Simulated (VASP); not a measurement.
A run of VASP 6.6.1 is set up as follows.

File INCAR:

```
PREC = Accurate
ENCUT = 500
EDIFF = 1E-7
ISMEAR = 0
SIGMA = 0.02
LREAL = False
LASPH = True
NELM = 120
ALGO = Normal
ISIF = 3
LWAVE = False
LCHARG = False
GGA = PS
IBRION = 2
NSW = 100
EDIFFG = -0.005
GGA_COMPAT = False
NELMIN = 4
```

KPOINTS

```
Automatic mesh
0
Gamma
  8 8 8
```

The input POSCAR:

```
TlCl
1.0
    3.8340000000      0.0000000000      0.0000000000
    0.0000000000      3.8340000000      0.0000000000
    0.0000000000      0.0000000000      3.8340000000
Tl Cl
1 1
Direct
    0.0000000000      0.0000000000      0.0000000000
    0.5000000000      0.5000000000      0.5000000000
```

Potentials or basis: VASP PAW PBE potentials, release 64 (Tl_d, Cl).

Launch:

```sh
$ cat potpaw_PBE.64/Tl_d/POTCAR potpaw_PBE.64/Cl/POTCAR > POTCAR
$ mpirun -np 1 vasp_std > vasp.out
```

(1) What does it give for the relaxed cell?

(2) Predict the band gap on the k mesh.

(3) Estimate the space group after relaxing (to 0.1 Å).

Results:

(1) a = 3.767 Å, b = 3.767 Å, c = 3.767 Å, α = 90.00°, β = 90.00°, γ = 90.00°.

(2) 1.80 eV.

(3) Pm-3m (No. 221).

Caveat: spin-orbit coupling is left out, which moves the levels of the heavy elements.
